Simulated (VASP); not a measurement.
Crystal: Al2O3.

```
Al O
1.0
     3.01748    0.00000    0.00000
    -1.50874    2.61322    0.00000
     0.00000    0.00000    7.57464
Al O
2 3
Direct
  0.00000 0.00000 0.72205
  0.00000 0.00000 0.27795
  0.00000 0.00000 0.50000
  0.66667 0.33333 0.80055
  0.33333 0.66667 0.19945
```

Base run:

| Quantity | Value |
| --- | --- |
| Program | VASP 6.6.1 |
| Functional | PBEsol |
| Dispersion | D3(BJ) |
| Potentials or basis | VASP PAW PBE potentials, release 64 (Al, O) |
| Cutoff | 520 eV |
| k mesh | 10 × 10 × 4 |
| Occupations | fermi-dirac, width 0.05 eV |
| Spin | no spin polarisation |

Its results: band gap on the k mesh 2.19 eV, direct; pressure -5.4 GPa; largest force 0.190 eV/Å.

Question: The run is repeated on the same cell with these changes: potentials or basis from VASP PAW PBE potentials, release 64 (Al, O) to VASP PAW PBE potentials, release 64 (Al, O_h); cutoff from 520 eV to 910 eV. What comes out?

Answer: Band gap on the k mesh 2.19 eV, direct; pressure -5.8 GPa; largest force 0.171 eV/Å.

Caveats: three body term missing; the PAW data sets were made with another functional, which shifts forces and pressure a little; the cutoff is under 1.25 times the usual one of these potentials, so pressure, stress and relaxed cells hold a basis-set (Pulay) error (some runs).

A k mesh can miss the band edges.
